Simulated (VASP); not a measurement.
# InP (scanv) (F-43m) in VASP: further runs, part 2 of 3

VASP 6.6.1.

## (3) Single point, r2SCAN+rVV10

This run uses another cell than the first one, of 25.50 Å³/atom, 0.991 times its volume.

File POSCAR:

```
InP
1.0
    0.0000000000      2.9432500979      2.9432500979
    2.9432500979      0.0000000000      2.9432500979
    2.9432500979      2.9432500979      0.0000000000
In P
1 1
Direct
    0.0000000000      0.0000000000      0.0000000000
    0.7500000000      0.7500000000      0.7500000000
```

File INCAR.step1:

```
SYSTEM = InP
PREC     = Accurate       ! precision mode
ENCUT    = 520            ! plane-wave cutoff, eV
ISMEAR   = 0              ! smearing method
SIGMA    = 0.02           ! smearing width, eV
LREAL    = .FALSE.        ! projectors in reciprocal space
LASPH    = .TRUE.         ! aspherical terms in the spheres
NELM     = 80             ! most SCF steps
NBANDS   = 16             ! bands
GGA      = PE             ! functional
ALGO     = Normal         ! electronic algorithm
EDIFF    = 1E-4           ! SCF threshold, eV
LWAVE    = .TRUE.         ! write WAVECAR
LCHARG   = .FALSE.        ! write CHGCAR
```

File INCAR.step2:

```
SYSTEM = InP
PREC     = Accurate       ! precision mode
ENCUT    = 520            ! plane-wave cutoff, eV
EDIFF    = 1E-7           ! SCF threshold, eV
ISMEAR   = 0              ! smearing method
SIGMA    = 0.02           ! smearing width, eV
LREAL    = .FALSE.        ! projectors in reciprocal space
LASPH    = .TRUE.         ! aspherical terms in the spheres
NELM     = 80             ! most SCF steps
ALGO     = Normal         ! electronic algorithm
ISIF     = 2              ! what is computed and relaxed
LWAVE    = .FALSE.        ! write WAVECAR
LCHARG   = .TRUE.         ! write CHGCAR
METAGGA  = R2SCAN         ! meta-GGA
LMIXTAU  = .TRUE.       
LUSE_VDW = .TRUE.       
IVDW_NL  = 2            
BPARAM   = 11.95        
CPARAM   = 0.0093       
LELF     = .TRUE.         ! ELF
LVHAR    = .TRUE.       
NBANDS   = 16             ! bands
ISTART   = 1
```

File KPOINTS:

```
regular mesh
0
G
  8 8 8
  0 0 0
```

Potentials or basis: VASP PAW PBE potentials, release 64 (In_d, P).

On the command line:

```sh
cat potpaw_PBE.64/In_d/POTCAR potpaw_PBE.64/P/POTCAR > POTCAR
cp INCAR.step1 INCAR
mpirun -np 1 vasp_std > vasp.out
cp INCAR.step2 INCAR
mpirun -np 1 vasp_std > vasp.out
```

OUTCAR:

```text
SYSTEM = InP
   PREC = Accurate
   ENCUT = 520
   EDIFF = 1E-7
   ISMEAR = 0
   LREAL = .FALSE.
   LASPH = .TRUE.
   NELM = 80
   ISIF = 2
   METAGGA = R2SCAN
   IVDW_NL = 2
   BPARAM = 11.95
   ISTART = 1

 ion  position               nearest neighbor table
   1  0.000  0.000  0.000-   2 2.55   2 2.55   2 2.55   2 2.55
   2  0.750  0.750  0.750-   1 2.55   1 2.55   1 2.55   1 2.55

  LATTYP: Found a face centered cubic cell.
 ALAT       =     5.8865001958

  Lattice vectors:

 A1 = (   0.0000000000,   2.9432500979,   2.9432500979)
 A2 = (   2.9432500979,   0.0000000000,   2.9432500979)
 A3 = (   2.9432500979,   2.9432500979,   0.0000000000)

Analysis of symmetry for initial positions (statically):
=====================================================================
 Subroutine PRICEL returns:
 Original cell was already a primitive cell.

 Routine SETGRP: Setting up the symmetry group for a
 face centered cubic supercell.

 Subroutine GETGRP returns: Found 24 space group operations
 (whereof 24 operations were pure point group operations)
 out of a pool of 48 trial point group operations.

The static configuration has the point symmetry T_d .

Analysis of symmetry for dynamics (positions and initial velocities):
=====================================================================
 Subroutine PRICEL returns:
 Original cell was already a primitive cell.

 Routine SETGRP: Setting up the symmetry group for a
 face centered cubic supercell.

 Subroutine GETGRP returns: Found 24 space group operations
 (whereof 24 operations were pure point group operations)
 out of a pool of 48 trial point group operations.

The dynamic configuration has the point symmetry T_d .

 Subroutine INISYM returns: Found 24 space group operations
 (whereof 24 operations are pure point group operations),
 and found     1 'primitive' translations

----------------------------------------------------------------------------------------

                                     Primitive cell

  volume of cell :      50.9931

  direct lattice vectors                    reciprocal lattice vectors
     0.000000000  2.943250098  2.943250098    -0.169880229  0.169880229  0.169880229
     2.943250098  0.000000000  2.943250098     0.169880229 -0.169880229  0.169880229
     2.943250098  2.943250098  0.000000000     0.169880229  0.169880229 -0.169880229

  length of vectors
     4.162384206  4.162384206  4.162384206     0.294241187  0.294241187  0.294241187

  position of ions in fractional coordinates (direct lattice)
     0.000000000  0.000000000  0.000000000
     0.750000000  0.750000000  0.750000000

  ion indices of the primitive-cell ions
   primitive index   ion index
                 1           1
                 2           2

----------------------------------------------------------------------------------------

 KPOINTS: regular mesh

Automatic generation of k-mesh.
 Grid dimensions read from file:
 generate k-points for:    8    8    8

 Generating k-lattice:

  Cartesian coordinates                     Fractional coordinates (reciprocal lattice)
    -0.021235029  0.021235029  0.021235029     0.125000000  0.000000000  0.000000000
     0.021235029 -0.021235029  0.021235029     0.000000000  0.125000000  0.000000000
     0.021235029  0.021235029 -0.021235029     0.000000000  0.000000000  0.125000000

  Length of vectors
     0.036780148  0.036780148  0.036780148

  Shift w.r.t. Gamma in fractional coordinates (k-lattice)
     0.000000000  0.000000000  0.000000000

 Subroutine IBZKPT returns following result:
 ===========================================

 Found     29 irreducible k-points:

 Following reciprocal coordinates:
            Coordinates               Weight
  0.000000  0.000000  0.000000      1.000000
  0.125000  0.000000  0.000000      8.000000
  0.250000  0.000000  0.000000      8.000000
  0.375000  0.000000  0.000000      8.000000
  0.500000  0.000000  0.000000      4.000000
  0.125000  0.125000  0.000000      6.000000
[... 16 lines left out ...]
  0.500000  0.250000  0.125000     48.000000
 -0.375000  0.250000  0.125000     24.000000
 [... further k-points ...]
   k-points           NKPTS =     29   k-points in BZ     NKDIM =     29   number of bands    NBANDS=     16
   number of dos      NEDOS =    301   number of ions     NIONS =      2
   total plane-waves  NPLWV =  32768
   dimension x,y,z NGX =    32 NGY =   32 NGZ =   32
   dimension x,y,z NGXF=    64 NGYF=   64 NGZF=   64
   ions per type =               1   1
   NGX,Y,Z   is equivalent  to a cutoff of  12.78, 12.78, 12.78 a.u.
   NGXF,Y,Z  is equivalent  to a cutoff of  25.56, 25.56, 25.56 a.u.
 SYSTEM =  InP
   PREC   = accura    normal or accurate (medium, high low for compatibility)
   ISTART =      1    job   : 0-new  1-cont  2-samecut
   ICHARG =      0    charge: 1-file 2-atom 10-const
   ISPIN  =      1    spin polarized calculation?
   LNONCOLLINEAR =      F non collinear calculations
   LSORBIT =      F    spin-orbit coupling
   LASPH  =      T    aspherical Exc in radial PAW
   ENCUT  =  520.0 eV  38.22 Ry    6.18 a.u.   7.74  7.74  7.74*2*pi/ulx,y,z
   NELM   =     80;   NELMIN=  2; NELMDL=  0     # of ELM steps
   EDIFF  = 0.1E-06   stopping-criterion for ELM
   LREAL  =      F    real-space projection
   EDIFFG = 0.1E-05   stopping-criterion for IOM
   NSW    =      0    number of steps for IOM
   IBRION =     -1    ionic relax: 0-MD 1-quasi-New 2-CG
   NFREE  =      0    steps in history (QN), initial steepest desc. (CG)
   ISIF   =      2    stress and relaxation
   ISYM   =      2    0-nonsym 1-usesym 2-fastsym
   POTIM  = 0.5000    time-step for ionic-motion
   TEBEG  =    0.0;   TEEND  =   0.0 temperature during run
   PSTRESS=    0.0 pullay stress
   NELECT =      18.0000    total number of electrons
   NUPDOWN=      -1.0000    fix difference up-down
   EMIN   =  10.00;   EMAX   =-10.00  energy-range for DOS
   EFERMI =   0.00;   METHOD = LEGACY
   ISMEAR =     0;   SIGMA  =   0.02  broadening in eV -4-tet -1-fermi 0-gaus
   EFERMI_NEDOS =   21; number of points for ismear=-14 and -15
   IALGO  =     38    algorithm
   IMIX   =      4    mixing-type and parameters
     AMIX     =   0.40;   BMIX     =  1.00
     AMIX_MAG =   1.60;   BMIX_MAG =  1.00
  volume/ion in A,a.u.               =      25.50       172.06
  Fermi-wavevector in a.u.,A,eV,Ry     =   1.156987  2.186389 18.213018  1.338619
  Thomas-Fermi vector in A             =   2.293602
   LORBIT       =      0    0 simple, 1 ext, 2 COOP (PROOUT), +10 PAW based schemes
   METAGGA = R2SCAN    functional components
   LHFCALC =     F    Hartree Fock is set to
   AEXX    =    0.0000 exact exchange contribution
   IVDW_NL    =     2    kernel type
   BPARAM     =11.9500
   IVDW    =     0    specifies the selected vdW correction
   LEPSILON=     F    determine dielectric tensor
   LRPA    =     F    only Hartree local field effects (RPA)
 non-spin polarized calculation
 Gauss-broadening in eV      SIGMA  =   0.02
  energy-cutoff  :      520.00
  volume of cell :       50.99
 maximum number of plane-waves:      1387
   NGX = 15   NGY = 15   NGZ = 15

 number of electron      18.0000008 magnetization

 Free energy of the ion-electron system (eV)
  ---------------------------------------------------
  ext. energy  EPLUGINS =         0.00000000
  ---------------------------------------------------
  free energy    TOTEN  =       -31.81118002 eV

  energy without entropy =      -31.81118002  energy(sigma->0) =      -31.81118002

 E-fermi :   4.9687     XC(G=0):  -9.8822

 val. band max:        4.8586530340   @ k =   0.0000   0.0000   0.0000
 cond. band min:       5.9227397424   @ k =   0.0000   0.0000   0.0000
 fundamental gap:      1.0640867084
 Fermi energy:         4.9686817876

 k-point     1 :       0.0000    0.0000    0.0000
  band No.  band energies     occupation
      1      -9.7547      2.00000
      2      -9.7547      2.00000
      3      -9.7547      2.00000
      4      -9.5816      2.00000
      5      -9.5816      2.00000
      6      -7.0598      2.00000
[... 8 lines left out ...]
     15      14.7461      0.00000
     16      14.7461      0.00000
[... 419 lines left out ...]
 k-point    24 :      -0.3750    0.2500    0.1250
  band No.  band energies     occupation
      1      -9.9000      2.00000
      2      -9.7015      2.00000
      3      -9.6822      2.00000
      4      -9.5877      2.00000
      5      -9.5687      2.00000
      6      -4.9668      2.00000
[... 8 lines left out ...]
     15      16.0567      0.00000
     16      16.7587      0.00000

 [... further k-points ...]
[... 5 lines left out ...]
  --------------------------------------------------------------------------------------
  -------------------------------------------------------------------------------------
  Total       -0.0205409     -0.0205409     -0.0205409     -0.0000000      0.0000000      0.0000000
  in kB       -0.6453849     -0.6453849     -0.6453849     -0.0000000      0.0000000      0.0000000
  external PRESSURE =      -0.6453849 kB  Pullay stress =       0.0000000 kB

 VOLUME and BASIS-vectors are now :
 -----------------------------------------------------------------------------
  energy-cutoff  :      520.00
  volume of cell :       50.99
      direct lattice vectors                 reciprocal lattice vectors
     0.000000000  2.943250098  2.943250098    -0.169880229  0.169880229  0.169880229
     2.943250098  0.000000000  2.943250098     0.169880229 -0.169880229  0.169880229
     2.943250098  2.943250098  0.000000000     0.169880229  0.169880229 -0.169880229

 POSITION                                       TOTAL-FORCE (eV/Angst)
 -----------------------------------------------------------------------------------
      0.00000      0.00000      0.00000         0.000000      0.000000      0.000000
      4.41488      4.41488      4.41488        -0.000000     -0.000000     -0.000000
 -----------------------------------------------------------------------------------
    total drift:                                0.000002      0.000002      0.000002

  FREE ENERGIE OF THE ION-ELECTRON SYSTEM (eV)
  ---------------------------------------------------
  free  energy   TOTEN  =       -31.8111800174 eV

  energy  without entropy=      -31.8111800174  energy(sigma->0) =      -31.81118002
```

Wall time 3.1 min (1 thread of AMD EPYC 7R43 (Zen 3), shared host); peak memory 0.29 GiB.

What came out:

```yaml
Free_energy: -31.8112 eV
Pressure: -0.1 GPa
Band_gap_on_the_k_mesh: 1.06 eV, direct
```

Caveat: the PAW data sets were made with another functional, which shifts forces and pressure a little; spin-orbit coupling is left out, which moves the levels of the heavy elements. r2SCAN opens gaps a little over a GGA but as a rule still falls short of measured ones.

[end of part 2 of 3]
